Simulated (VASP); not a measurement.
**NiO: density of states with PBEsol+U**

Crystal: NiO.

```
Ni O
1.0
     0.00000    2.08590    2.08590
     2.08590    0.00000    2.08590
     2.08590    2.08590    0.00000
Ni O
1 1
Cartesian
  0.0000 0.0000 0.0000
  2.0859 2.0859 2.0859
```

```
Program                 : VASP 6.6.1
Task                    : density of states
Functional              : PBEsol
Potentials or basis     : VASP PAW PBE potentials, release 64 (Ni, O)
Cutoff                  : 520 eV
k mesh                  : 11 × 11 × 11
Occupations             : fermi-dirac, width 0.05 eV
Spin                    : collinear spin, ferromagnetic start
Starting moments        : [1.0, 0.0] μB
Hubbard terms           : Ni d U = 6.0 eV
Dipole correction       : no
k mesh for the DOS      : 17 × 17 × 17
Occupations for the DOS : tetrahedron
Further INCAR settings  : ALGO = Normal; EDIFF = 1e-06; NBANDS = 19
```

The net moment is 2.00 μB per cell. The site moments are Ni +1.80; O +0.19 μB. The valence electrons inside the program's atomic spheres are Ni 9.02; O 5.00.

Levels at points of the mesh, in eV from the valence-band top:
Spin up:
| k point | band 5 | band 6 | band 7 | band 8 | band 9 | band 10 | band 11 | band 12 | band 13 | band 14 |
| --- | --- | --- | --- | --- | --- | --- | --- | --- | --- | --- |
| (0.00, 0.00, 0.00) | -4.90 | -4.90 | -1.52 | -1.52 | -1.52 | 2.64 | 17.81 | 17.81 | 17.81 | 18.75 |
Spin down:
| k point | band 3 | band 4 | band 5 | band 6 | band 7 | band 8 | band 9 | band 10 | band 11 | band 12 |
| --- | --- | --- | --- | --- | --- | --- | --- | --- | --- | --- |
| (0.00, 0.00, 0.00) | -3.82 | -3.82 | -1.13 | -1.13 | -1.13 | 2.19 | 2.19 | 3.00 | 18.12 | 18.12 |

Eigenvalues of the final occupation matrices:
| site | spin | trace | eigenvalues |
| --- | --- | --- | --- |
| site 1 d | 1 | 5.02 | 0.98 0.98 0.98 1.04 1.04 |
| site 1 d | 2 | 3.24 | 0.15 0.15 0.98 0.98 0.98 |

Wall time 66 s on 1 thread of AMD EPYC 9R45 96-Core Processor (Zen 5) (shared host), peak memory 0.18 GiB.

Caveat: a cell with one magnetic atom can't hold antiferromagnetic order, which such compounds often take. The state reached can hang on the start; a lower one may exist.
